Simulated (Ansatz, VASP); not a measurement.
## One calculation of Sn, two programs

```xyz
2
Lattice="-2.9773 2.9790 1.6031 2.9790 -2.9773 1.6031 2.9771 2.9771 -1.6000" Properties=species:S:1:pos:R:3 pbc="T T T"
Sn    2.9789   -2.9772    1.6031
Sn    0.0004    2.9783    0.8031
```

Alike in both runs: task single point; functional PBE; k mesh 9 × 9 × 6; occupations fermi-dirac, width 0.1 eV; no spin polarisation.

|  | VASP | Ansatz |
| --- | --- | --- |
| version | VASP 6.6.1 | Ansatz 0.2.0 |
| potentials or method | VASP PAW PBE potentials, release 64 (Sn_d), cutoff 520 eV | plane waves (420 eV) with PAW, scalar-relativistic |
| valence electrons in the cell | 28 | 28 |

```csv
,VASP,Ansatz,Ansatz less VASP
pressure (GPa),0.0,0.0,+0.05
"traceless stress, the component that is largest in VASP (GPa)",0.51,0.51,+0.004
```

With one functional, cell and mesh, what is left measures potentials, basis and numerics.
